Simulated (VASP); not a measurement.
Runs of VASP 6.6.1 on Se. The structure is that of space group Pm-3m (No. 221), or close to it. The cells are those of the table. 

```csv
task,cell,k mesh for the DOS,occupations for the DOS,gap on the mesh (eV),pressure (GPa)
single point,"a = 2.168 Å, 1 atom",-,-,none,(a)
single point,"a = 2.488 Å, 1 atom",-,-,none,64.6
single point,"a = 2.669 Å, 1 atom",-,-,none,18.4
single point,"a = 2.829 Å, 1 atom",-,-,none,(b)
single point,"a = 2.752 Å, 1 atom",-,-,none,7.2
```

Alike in all rows: level PBE; potentials or basis VASP PAW PBE potentials, release 64 (Se); no spin polarisation; k mesh 15 × 15 × 15; cutoff (eV) 520; smearing fermi-dirac 0.08 eV.

Task: Estimate the missing entries.

Result: (a) 283.4; (b) 0.1.

A k mesh can miss the band edges, and the runs leave out spin-orbit coupling on Se.

A gap of «none» marks levels without a gap at the run's occupations.
